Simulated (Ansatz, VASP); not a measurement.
**GaN in VASP and in Ansatz**

Contents of INCAR:

```
PREC = Accurate
ENCUT = 520
EDIFF = 1E-7
ISMEAR = -1
SIGMA = 0.05
LREAL = F
LASPH = T
NELM = 100
ALGO = Normal
ISIF = 2
LWAVE = F
LCHARG = T
GGA = PE
IVDW = 12
LELF = T
LVHAR = T
NBANDS = 16
```

The input KPOINTS:

```
Automatic mesh
0
Gamma
  10 10 10
```

POSCAR

```
GaN
1.0
    0.0000000000      2.2976981147      2.2976981147
    2.2976981147      0.0000000000      2.2976981147
    2.2976981147      2.2976981147      0.0000000000
Ga N
1 1
Direct
    0.0000000000      0.0000000000      0.0000000000
    0.2500000000      0.2500000000      0.2500000000
```

File input.yaml:

```yaml
crystal:
  lattice:
    - [0.0, 2.2976981147, 2.2976981147]
    - [2.2976981147, 0.0, 2.2976981147]
    - [2.2976981147, 2.2976981147, 0.0]
  atoms:
    - { symbol: Ga, position: [0.0, 0.0, 0.0] }
    - { symbol: "N", position: [0.25, 0.25, 0.25] }
hamiltonian:
  xc: pbe
  pseudopotentials: { kind: paw }
  dispersion: d3bj
kpoints:
  mp_grid: { grid: [10, 10, 10] }
scf:
  occupations: { method: fermi_dirac, width: 0.05 }
output:
  forces: true
  stress: true
  eigenvalues: true
```

Alike in both runs: task single point; functional PBE; dispersion D3(BJ); k mesh 10 × 10 × 10; occupations fermi-dirac, width 0.05 eV; no spin polarisation.

|  | VASP | Ansatz |
| --- | --- | --- |
| version | VASP 6.6.1 | Ansatz 0.2.0 |
| potentials or method | VASP PAW PBE potentials, release 64 (Ga_d, N) | Ansatz PAW |
| plane-wave cutoff (eV) | 520 | 420 |
| valence electrons in the cell | 18 | 18 |

Ansatz gave:

```
gap on the k mesh at the Fermi level (eV) : 1.34
least direct gap on the mesh (eV)         : 1.34
pressure (GPa)                            : -8.2
```

Task: What did VASP give for the same quantities?

Result: gap on the k mesh at the Fermi level (eV): 1.35; least direct gap on the mesh (eV): 1.35; pressure (GPa): -8.1.
